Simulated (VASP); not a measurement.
The system is Si4Cl.

```
Si Cl
1.0
     3.27769    0.00000    0.00000
     0.00000    3.27769    0.00000
     0.00000    0.00000   10.07712
Si Cl
4 1
Direct
  0.50000 0.50000 0.50000
  0.50000 0.50000 0.00000
  0.50000 0.50000 0.74261
  0.50000 0.50000 0.25739
  0.00000 0.00000 0.00000
```

The cell was built from a structure type or drawn by symmetry, and may not be a known phase.

```yaml
Program: VASP 6.6.1
Task: relaxation of cell and atoms
Functional: PBE
Potentials_or_basis: VASP PAW PBE potentials, release 64 (Si, Cl)
Cutoff: 600 eV
k_mesh: 12 × 12 × 4
Occupations: gaussian, width 0.1 eV
Spin: no spin polarisation
```

At the start: pressure -0.1 GPa; volume 21.65 Å³/atom.

**Question.** Where does the relaxation end?

**Answer.** Over 11 steps the energy falls by 23.2 meV/atom and the volume is 22.43 Å³/atom (+3.6 %); space group P4/mmm (No. 123, to 0.1 Å) before and after.

Step by step:
```csv
step,energy change (eV),largest force (eV/Å),pressure (GPa),volume (Å³)
1,0.0000,0.3437,-0.14,108.26
2,-0.0757,0.3172,0.87,107.92
3,-0.0853,0.2499,1.56,107.68
4,-0.0858,0.2688,1.43,107.72
5,-0.1101,0.1477,0.43,110.94
6,-0.1124,0.0913,0.06,112.33
7,-0.1150,0.0835,-0.16,112.48
8,-0.1150,0.0833,-0.17,112.48
9,-0.1158,0.0225,0.03,112.07
10,-0.1158,0.0132,0.05,112.01
11,-0.1159,0.0060,0.02,112.13
```

Final structure:
```yaml
crystal:
  lattice:
    - [3.38397, 0.00000, 0.00000]
    - [0.00000, 3.38397, 0.00000]
    - [0.00000, 0.00000, 9.79219]
  atoms:
    - { symbol: Si, position: [0.50000, 0.50000, 0.50000] }
    - { symbol: Si, position: [0.50000, 0.50000, 0.00000] }
    - { symbol: Si, position: [0.50000, 0.50000, 0.73591] }
    - { symbol: Si, position: [0.50000, 0.50000, 0.26409] }
    - { symbol: Cl, position: [0.00000, 0.00000, 0.00000] }
```

Caveat: an odd number of electrons without spin polarisation forces a metal; a magnetic or distorted state may lie lower.
